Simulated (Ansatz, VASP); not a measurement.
**NaAl3O: VASP beside Ansatz**

Contents of INCAR:

```
ALGO = Normal
EDIFF = 1E-6
EDIFFG = -0.04
ENCUT = 600
GGA = PE
IBRION = 2
ISIF = 3
ISMEAR = 0
LASPH = T
LCHARG = F
LREAL = F
LWAVE = F
NELM = 100
NSW = 90
PREC = Accurate
SIGMA = 0.1
```

KPOINTS

```
k-points
0
Gamma
  4 4 4
```

POSCAR

```
NaAl3O
1.0
    4.4049178900      0.0000000000      0.0000000000
    0.0000000000      4.4049178900      0.0000000000
    0.0000000000      0.0000000000      4.4049178900
Na Al O
1 3 1
Direct
    0.0000000000      0.0000000000      0.0000000000
    0.5000000000      0.0000000000      0.0000000000
    0.0000000000      0.5000000000      0.0000000000
    0.0000000000      0.0000000000      0.5000000000
    0.5000000000      0.5000000000      0.5000000000
```

Input for Ansatz:

```yaml
crystal:
  lattice:
    - [4.40491789, 0.0, 0.0]
    - [0.0, 4.40491789, 0.0]
    - [0.0, 0.0, 4.40491789]
  atoms:
    - { symbol: Na, position: [0.0, 0.0, 0.0] }
    - { symbol: Al, position: [0.5, 0.0, 0.0] }
    - { symbol: Al, position: [0.0, 0.5, 0.0] }
    - { symbol: Al, position: [0.0, 0.0, 0.5] }
    - { symbol: O, position: [0.5, 0.5, 0.5] }
basis:
  ecutwfc: 420
kpoints:
  mp_grid: { grid: [4, 4, 4] }
hamiltonian:
  xc: pbe
scf:
  occupations: { method: gaussian, width: 0.1 }
  lower_state_search: "off"
output:
  forces: true
  stress: true
  eigenvalues: true
relax:
  adjacent_minimum: "off"
  f_tol: 0.04
  max_steps: 70
  cell: { stress_tol: 0.4 }
```

Alike in both runs: task relaxation of cell and atoms; functional PBE; k mesh 4 × 4 × 4; occupations gaussian, width 0.1 eV; no spin polarisation.

|  | VASP | Ansatz |
| --- | --- | --- |
| version | VASP 6.6.1 | Ansatz 0.2.0 |
| potentials or method | VASP PAW PBE potentials, release 64 (Na_pv, Al, O), cutoff 600 eV | scalar-relativistic, plane waves, PAW |
| valence electrons in the cell | 22 | 24 |

Ansatz gave:

* gap on the k mesh at the Fermi level, each at its own relaxed structure (eV): none
* relaxed volume (Å³/atom): 27.27
* relaxed cell length with the largest relative difference (Å): 5.147

Problem. Estimate VASP's values.

Solution. gap on the k mesh at the Fermi level, each at its own relaxed structure (eV): none; relaxed volume (Å³/atom): 26.70; relaxed cell length with the largest relative difference (Å): 5.111.

A gap of «none» marks a metal or a gap that the smearing closes. VASP's potentials hold 22 valence electrons a cell and Ansatz's 24, so a difference there can come from the potentials and not from the codes.

Noted on VASP's run: the volume moved by over 15 % at a fixed basis, so the end points are rough.
